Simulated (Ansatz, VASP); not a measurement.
MgSn3S6: VASP beside Ansatz

```
Mg Sn S
1.0
     6.26943    0.00000    0.00000
    -3.13472    5.42949    0.00000
     0.00000    0.00000    5.77761
Mg Sn S
1 3 6
Direct
  0.00000 0.00000 0.00000
  0.33333 0.66667 0.00000
  0.66667 0.33333 0.00000
  0.00000 0.00000 0.50000
  0.33340 0.00000 0.25000
  0.00000 0.33340 0.25000
  0.66660 0.66660 0.25000
  0.00000 0.66660 0.75000
  0.66660 0.00000 0.75000
  0.33340 0.33340 0.75000
```

Alike in both runs: task relaxation of cell and atoms; functional PBE; k mesh 3 × 3 × 4; occupations gaussian, width 0.1 eV; no spin polarisation.

|  | VASP | Ansatz |
| --- | --- | --- |
| version | VASP 6.6.1 | Ansatz 0.2.0 |
| potentials or method | VASP PAW PBE potentials, release 64 (Mg, Sn_d, S), cutoff 600 eV | scalar-relativistic, plane waves, PAW |
| valence electrons in the cell | 80 | 88 |

|  | VASP | Ansatz | Ansatz less VASP |
| --- | --- | --- | --- |
| gap on the k mesh at the Fermi level, each at its own relaxed structure (eV) | 0.31 | 0.25 | -0.059 |
| relaxed volume (Å³/atom) | 24.63 | 24.67 | +0.038 |
| relaxed cell length with the largest relative difference (Å) | 6.796 | 6.783 | -0.0125 |

VASP's potentials hold 80 valence electrons a cell and Ansatz's 88, so a difference there can come from the potentials and not from the codes.

Noted on VASP's run: the volume moved by over 15 % at a fixed basis, so the end points are rough.
